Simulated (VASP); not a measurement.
Wanted: the native input for a VASP 6.6.1 run.

* Task: electric field gradients
* Functional: PBE
* Potentials or basis: VASP PAW PBE potentials, release 64 (Be)
* Cutoff: 520 eV
* k mesh: 23 × 23 × 23
* Occupations: fermi-dirac, width 0.03 eV
* Spin: no spin polarisation
* Dipole correction: no
* Further INCAR settings: ALGO = Normal; EDIFF = 1e-08; NBANDS = 7

The structure of Be lies in POSCAR:

```
Be
1.0
   -1.2361848083      1.2361848083      1.2361848083
    1.2361848083     -1.2361848083      1.2361848083
    1.2361848083      1.2361848083     -1.2361848083
Be
1
Direct
    0.0000000000      0.0000000000      0.0000000000
```

This cell differs from its parent crystal: volume scaled by 0.96.

These files were run (other wordings do the same):

INCAR

```
ALGO = Normal ; EDIFF = 1E-8
ENCUT = 520 ; GGA = PE
ISIF = 2 ; ISMEAR = -1
LASPH = True ; LCHARG = False
LEFG = True ; LREAL = False
LWAVE = False ; NBANDS = 7
NELM = 60 ; PREC = Accurate
SIGMA = 0.03
```

KPOINTS

```
k-points
0
Gamma
  23 23 23
```

Potentials or basis: VASP PAW PBE potentials, release 64 (Be).

Run with:

```bash
$ cat potpaw_PBE.64/Be/POTCAR > POTCAR
$ mpirun -np 1 vasp_std > vasp.out
```

It gave:

| Quantity | Value |
| --- | --- |
| Pressure | 4.6 GPa |
| Band gap on the k mesh | zero (band 1 reaches 11.94 eV, above the bottom of band 2 at 6.92 eV) |

Caveat: without QUAD_EFG the Cq values of the log hold for a quadrupole moment of 1 mb, not for the nuclei.

It took 15 s on 1 thread of Intel Xeon 8259CL, on a shared host, peak memory 0.12 GiB.
